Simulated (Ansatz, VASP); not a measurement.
**Two plane-wave programs on SrTa2O2**

```
CELL_PARAMETERS angstrom
-1.86089 1.86089 6.04936
1.86089 -1.86089 6.04936
1.86089 1.86089 -6.04936
ATOMIC_POSITIONS crystal
Sr 0.00000 0.00000 0.00000
Ta 0.25000 0.75000 0.50000
Ta 0.75000 0.25000 0.50000
O 0.63013 0.63013 0.00000
O 0.36987 0.36987 0.00000
```

Change from the starting cell: species swapped into the SmCo2Si2 type (I4/mmm, No. 139).

Alike in both runs: functional PBE; k mesh 6 × 6 × 6; occupations gaussian, width 0.1 eV; no spin polarisation.

Ansatz relaxed the structure, and its values are those at the end. VASP's run is a single point on that final structure, the one shown.

|  | VASP | Ansatz |
| --- | --- | --- |
| version | VASP 6.6.1 | Ansatz 0.2.0 |
| potentials or method | VASP PAW PBE potentials, release 64 (Sr_sv, Ta_pv, O), cutoff 520 eV | scalar-relativistic, plane waves, PAW |
| valence electrons in the cell | 44 | 48 |

VASP gave:

| Quantity | Value |
| --- | --- |
| gap on the k mesh at the Fermi level (eV) | none |
| pressure (GPa) | 0.3 |
| rms of the force components (eV/Å) | 0.013 |

Task: Which values does Ansatz return?

Result: gap on the k mesh at the Fermi level (eV): none; pressure (GPa): 0.0; rms of the force components (eV/Å): 0.001.

A gap of «none» marks a metal or a gap that the smearing closes. VASP's potentials hold 44 valence electrons a cell and Ansatz's 48, so a difference there can come from the potentials and not from the codes.

The k mesh is coarse, so the values compare programs but aren't converged. Spin-orbit coupling is off throughout.
